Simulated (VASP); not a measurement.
The system is C.

```
C
1.0
     0.00000    1.78340    1.78340
     1.78340    0.00000    1.78340
     1.78340    1.78340    0.00000
C
2
Direct
  0.50000 0.50000 0.50000
  0.75000 0.75000 0.75000
```

```yaml
Program: VASP 6.6.1
Task: relaxation of cell and atoms
Functional: BLYP
Potentials_or_basis: VASP PAW PBE potentials, release 64 (C)
Cutoff: 600 eV
k_mesh: 8 × 8 × 8
Occupations: fermi-dirac, width 0.05 eV
Spin: no spin polarisation
```

At the start: pressure 11.1 GPa; volume 5.67 Å³/atom.

Where does the relaxation end?

Over 3 steps the energy falls by 5.0 meV/atom and the volume is 5.82 Å³/atom (+2.6 %); space group Fd-3m (No. 227, to 0.05 Å).

Step by step:
```tsv
step	energy change (eV)	largest force (eV/Å)	pressure (GPa)	volume (Å³)
1	0.0000	0.0000	11.06	11.34
2	0.0031	0.0000	-11.53	12.00
3	-0.0101	0.0000	-0.06	11.64
```

Final structure:
```yaml
crystal:
  lattice:
    - [0.00000, 1.79900, 1.79900]
    - [1.79900, 0.00000, 1.79900]
    - [1.79900, 1.79900, 0.00000]
  atoms:
    - { symbol: C, position: [0.50000, 0.50000, 0.50000] }
    - { symbol: C, position: [0.75000, 0.75000, 0.75000] }
```

Caveat: the PAW data sets were made with another functional, which shifts forces and pressure a little.
